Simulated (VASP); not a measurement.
# Si (P6_3/mmc) in VASP: further runs, part 2 of 2

VASP 6.6.1.

## (4) Single point, PBE

This run uses another cell than the first one: it holds 4 atoms, not 2.

Input file INCAR:

```
PREC = Accurate
ENCUT = 520
EDIFF = 1E-6
ISMEAR = -1
SIGMA = 0.1
LREAL = F
LASPH = T
NELM = 60
ALGO = Normal
ISIF = 2
LWAVE = F
LCHARG = T
GGA = PE
LELF = T
LVHAR = T
NBANDS = 16
```

Input file KPOINTS:

```
regular mesh
0
Gamma
  12 12 4
```

Input file POSCAR:

```
Si
1.0
    3.7493815030      0.0000000000      0.0000000000
   -1.8746907514      3.2470596301      0.0000000000
    0.0000000000      0.0000000000      4.2983632067
Si
4
Direct
    0.0000000000      0.0000000000      0.2500000000
    0.0000000000      0.0000000000      0.7500000000
    0.3333333333      0.6666666667      0.2500000000
    0.6666666667      0.3333333333      0.7500000000
```

Run with:

```sh
cat potpaw_PBE.64/Si/POTCAR > POTCAR
mpirun -np 1 vasp_std > vasp.out
```

Wall time 24 s (1 thread of Intel Xeon 6975P-C (Granite Rapids), shared host); peak memory 0.16 GiB.

Results (log left out):

```
Free energy            : -16.9012 eV
Pressure               : 54.8 GPa
Band gap on the k mesh : zero (band 8 reaches 13.30 eV, above the bottom of band 9 at 9.18 eV)
```

Stress tensor (GPa, compression positive):
```
54.74  0.00  0.00
 0.00 54.74  0.00
 0.00  0.00 54.82
```

Levels at points of the mesh, in eV from the Fermi level:
| k point | band 5 | band 6 | band 7 | band 8 | band 9 | band 10 | band 11 | band 12 |
| --- | --- | --- | --- | --- | --- | --- | --- | --- |
| (0.00, 0.00, 0.00) | -4.04 | -2.18 | -2.18 | -1.78 | 1.96 | 2.89 | 2.89 | 3.03 |
| (0.50, 0.00, 0.00) | -5.81 | -5.23 | -3.07 | -2.09 | -0.63 | 2.38 | 2.76 | 4.35 |
| (0.00, 0.00, 0.50) | -2.68 | -2.68 | -1.07 | -1.07 | 0.94 | 0.94 | 0.94 | 0.94 |
| (0.50, 0.00, 0.50) | -4.40 | -4.40 | -2.20 | -2.20 | 2.56 | 2.56 | 5.59 | 5.59 |

Caveat: the k points lie up to 0.37 Å⁻¹ apart.

## (5) Single point, PBE

This run uses another cell than the first one: it holds 4 atoms, not 2.

Input file INCAR:

```
SYSTEM = Si
PREC     = Accurate       ! precision mode
ENCUT    = 520            ! plane-wave cutoff, eV
EDIFF    = 1E-6           ! SCF threshold, eV
ISMEAR   = -1             ! smearing method
SIGMA    = 0.1            ! smearing width, eV
LREAL    = .FALSE.        ! projectors in reciprocal space
LASPH    = .TRUE.         ! aspherical terms in the spheres
NELM     = 100            ! most SCF steps
ALGO     = Normal         ! electronic algorithm
ISIF     = 2              ! what is computed and relaxed
LWAVE    = .FALSE.        ! write WAVECAR
LCHARG   = .FALSE.        ! write CHGCAR
GGA      = PE             ! functional
NBANDS   = 16             ! bands
```

Input file KPOINTS:

```
regular mesh
0
G
  12 12 4
  0 0 0
```

POSCAR is that of step 4.

Run with:

```sh
cat potpaw_PBE.64/Si/POTCAR > POTCAR
mpirun -np 1 vasp_std > vasp.out
```

It took 23 s on 1 thread of Intel Xeon 6975P-C (Granite Rapids), shared host; peak memory 0.17 GiB.

The run converged. Its results:

```
Free energy            : -16.9012 eV
Pressure               : 54.8 GPa
Band gap on the k mesh : zero (band 8 reaches 13.30 eV, above the bottom of band 9 at 9.18 eV)
```

Stress tensor (GPa, compression positive):
```
54.74  0.00  0.00
 0.00 54.74  0.00
 0.00  0.00 54.82
```

Levels at points of the mesh, in eV from the Fermi level:
```
           k point  band 6  band 7  band 8  band 9  band 10  band 11
(0.00, 0.00, 0.00)   -2.18   -2.18   -1.78    1.96     2.89     2.89
(0.50, 0.00, 0.00)   -5.23   -3.07   -2.09   -0.63     2.38     2.76
(0.00, 0.00, 0.50)   -2.68   -1.07   -1.07    0.94     0.94     0.94
(0.50, 0.00, 0.50)   -4.40   -2.20   -2.20    2.56     2.56     5.59
```

Caveat: the k points lie up to 0.37 Å⁻¹ apart.

## (6) Relaxation of cell and atoms, PBE, target pressure 55 GPa, at which the enthalpy is minimised

This run uses another cell than the first one, of 10.42 Å³/atom, 0.988 times its volume.

Input file INCAR:

```
SYSTEM = Si
  PREC = Accurate
  ENCUT = 600
  EDIFF = 1E-6
  ISMEAR = -1
  SIGMA = 0.1
  LREAL = .FALSE.
  LASPH = .TRUE.
  NELM = 60
  ALGO = Normal
  ISIF = 3
  LWAVE = .FALSE.
  LCHARG = .FALSE.
  GGA = PE
  IBRION = 2
  NSW = 60
  EDIFFG = -0.005
  PSTRESS = 550.0
```

Input file KPOINTS:

```
Automatic mesh
0
G
  17 17 9
  0 0 0
```

Input file POSCAR:

```
Si
1.0
    2.4580144055      0.0000000000      0.0000000000
   -1.2290072028      2.1287029180      0.0000000000
    0.0000000000      0.0000000000      3.9819833369
Si
2
Direct
    0.3333333333      0.6666666667      0.2500000000
    0.6666666667      0.3333333333      0.7500000000
```

Potentials or basis: VASP PAW PBE potentials, release 64 (Si).

Run with:

```sh
cat potpaw_PBE.64/Si/POTCAR > POTCAR
mpirun -np 1 vasp_std > vasp.out
```

It took 1.7 min on 1 thread of AMD EPYC 7R43 (Zen 3), shared host; peak memory 0.12 GiB.

Results (log left out):

| Property | Result |
| --- | --- |
| Free energy | -8.8714 eV |
| Relaxed volume | 10.53 Å³/atom |
| Relaxed cell | a = 2.445 Å, b = 2.445 Å, c = 4.067 Å, α = 90.00°, β = 90.00°, γ = 120.00° |
| Space group after relaxing (to 0.05 Å) | P6_3/mmc (No. 194) |
| Energy change on relaxing (the enthalpy is what falls) | -44.2 meV/atom |
| Ionic steps | 9 |
| Pressure after relaxing | 55.0 GPa |
| Band gap on the k mesh | zero (band 4 reaches 26.09 eV, above the bottom of band 5 at 11.23 eV) |

Step by step:
```
step  energy change (eV)  largest force (eV/Å)  pressure (GPa)  volume (Å³)
   1              0.0000                0.0000           58.69        20.84
   2             -0.2495                0.0000           48.08        21.56
   3             -0.1280                0.0000           53.36        21.18
   4             -0.0640                0.0000           56.05        20.99
   5             -0.0775                0.0000           55.49        21.03
   6             -0.0965                0.0000           54.68        21.08
   7             -0.0909                0.0000           54.91        21.07
   8             -0.0906                0.0000           54.92        21.07
   9             -0.0884                0.0000           55.02        21.06
```

Final structure:
```
Si
1.0
     2.44544    0.00000    0.00000
    -1.22272    2.11782    0.00000
     0.00000    0.00000    4.06662
Si
2
Direct
  0.33333 0.66667 0.25000
  0.66667 0.33333 0.75000
```

Levels at points of the mesh, in eV from the Fermi level:
```csv
k point,band 2,band 3,band 4,band 5,band 6,band 7
"(0.00, 0.00, 0.00)",-9.26,-8.92,11.22,11.22,11.65,11.65
```

Caveat: the cell is relaxed towards a set pressure, so the enthalpy falls and the energy may rise.

## (7) Overview

| task | cell | k mesh | cutoff (eV) | gap on the mesh (eV) | pressure (GPa) |
| --- | --- | --- | --- | --- | --- |
| single point | a = 2.447, b = 2.447, c = 4.067 Å, angles 90.0, 90.0, 120.0°, 2 atoms | 17 × 17 × 9 | 520 | none | 54.7 |
| single point | a = 3.749, b = 3.749, c = 4.298 Å, angles 90.0, 90.0, 120.0°, 4 atoms | 12 × 12 × 4 | 520 | none | 54.8 |
| relaxation of cell and atoms | relaxed to 55 GPa from a = 2.458, b = 2.458, c = 3.982 Å, angles 90.0, 90.0, 120.0°, 2 atoms | 17 × 17 × 9 | 600 | none | 55.0 |

Alike in all rows: level PBE; potentials or basis VASP PAW PBE potentials, release 64 (Si); no spin polarisation; smearing fermi-dirac 0.1 eV.

Caveats: some runs use coarse meshes; the cell is relaxed towards a set pressure, so the enthalpy falls and the energy may rise (some runs).

Total energies depend on the potentials used, so only differences within one code and one set of settings carry meaning.
